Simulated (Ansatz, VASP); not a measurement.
# In: VASP beside Ansatz

```
In
1.0
    -1.90938    1.90938    1.90938
     1.90938   -1.90938    1.90938
     1.90938    1.90938   -1.90938
In
1
Direct
  0.00000 0.00000 0.00000
```

Alike in both runs: functional PBE; k mesh 16 × 16 × 16; occupations fermi-dirac, width 0.1 eV; no spin polarisation.

Ansatz relaxed the structure, and its values are those at the end. VASP's run is a single point on that final structure, the one shown.

```csv
,VASP,Ansatz
version,VASP 6.6.1,Ansatz 0.2.0
potentials or method,"VASP PAW PBE potentials, release 64 (In_d)","PAW with Ansatz's default frozen-core files, scalar-relativistic"
plane-wave cutoff (eV),520,420
valence electrons in the cell,13,13
```

|  | VASP | Ansatz | Ansatz less VASP |
| --- | --- | --- | --- |
| pressure (GPa) | 0.0 | 0.0 | +0.04 |
